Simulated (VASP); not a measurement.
Runs of VASP 6.6.1 on Cu3O2. The structure is that of space group I4/mmm (No. 139), or close to it. The cells are those of the table. 

```csv
task,level,potentials or basis,cell,k mesh,cutoff (eV),smearing,gap on the mesh (eV),pressure (GPa),relaxed volume (Å³/atom)
relaxation of cell and atoms,LDA,"VASP PAW LDA potentials, release 64 (Cu, O)","relaxed from a = 4.656 Å, angles 128.5, 128.5, 75.8°, 5 atoms",9 × 9 × 9,600,fermi-dirac 0.05 eV,none,0.1,11.02
single point,PBE,"VASP PAW PBE potentials, release 64 (Cu, O)","a = 4.643 Å, angles 128.6, 128.6, 75.7°, 5 atoms",9 × 9 × 9,520,fermi-dirac 0.05 eV,none,2.8,-
single point,r2SCAN,"VASP PAW PBE potentials, release 64 (Cu, O)","a = 4.656 Å, angles 128.5, 128.5, 75.8°, 5 atoms",9 × 9 × 9,520,fermi-dirac 0.05 eV,none,-3.7,-
single point,PBE,"VASP PAW PBE potentials, release 64 (Cu_sv_GW, O)","a = 4.656 Å, angles 128.5, 128.5, 75.8°, 5 atoms",9 × 9 × 9,700,fermi-dirac 0.05 eV,none,-2.3,-
single point,PBE,"VASP PAW PBE potentials, release 64 (Cu, O)","a = 4.518 Å, angles 130.1, 130.1, 73.2°, 5 atoms",9 × 9 × 9,520,fermi-dirac 0.05 eV,none,21.1,-
single point,PBE,"VASP PAW PBE potentials, release 64 (Cu, O)","a = 4.617 Å, angles 129.0, 129.0, 75.1°, 5 atoms",9 × 9 × 9,520,fermi-dirac 0.05 eV,none,5.8,-
relaxation of cell and atoms,PBE,"VASP PAW PBE potentials, release 64 (Cu, O)","relaxed from a = 4.656 Å, angles 128.5, 128.5, 75.8°, 5 atoms",9 × 9 × 9,600,fermi-dirac 0.05 eV,none,0.0,12.19
single point,PBE,"VASP PAW PBE potentials, release 64 (Cu_sv_GW, O)","a = 4.663 Å, angles 128.3, 128.3, 76.2°, 5 atoms",9 × 9 × 9,700,fermi-dirac 0.05 eV,none,-3.0,-
relaxation of cell and atoms,PBE,"VASP PAW PBE potentials, release 64 (Cu, O)","relaxed to 2 GPa from a = 4.656 Å, angles 128.5, 128.5, 75.8°, 5 atoms",9 × 9 × 9,600,fermi-dirac 0.05 eV,none,1.9,-
single point,PBE,"VASP PAW PBE potentials, release 64 (Cu, O)","a = 4.468 Å, angles 130.6, 130.6, 72.5°, 5 atoms",9 × 9 × 9,520,fermi-dirac 0.05 eV,none,(a),-
single point,PBEsol,"VASP PAW PBE potentials, release 64 (Cu, O)","a = 4.656 Å, angles 128.5, 128.5, 75.8°, 5 atoms",5 × 5 × 5,520,fermi-dirac 0.03 eV,none,-5.4,-
single point,PBE,"VASP PAW PBE potentials, release 64 (Cu, O)","a = 4.579 Å, angles 129.4, 129.4, 74.3°, 5 atoms",9 × 9 × 9,520,fermi-dirac 0.05 eV,none,(b),-
```

Alike in all rows: no spin polarisation.

Problem. Estimate the missing entries.

Solution. (a) 31.2; (b) 10.9.

Caveats: an odd number of electrons without spin polarisation forces a metal; a magnetic or distorted state may lie lower; the cell stands under pressure (at least some runs); the cell stands under tension (at least some runs); the PAW data sets were made with another functional, which shifts forces and pressure a little (at least some runs); the cell is relaxed towards a set pressure, so the run minimises the enthalpy, not the energy (at least some runs).

A gap of «none» marks levels without a gap at the run's occupations.

The runs don't all hold the same shells in valence.
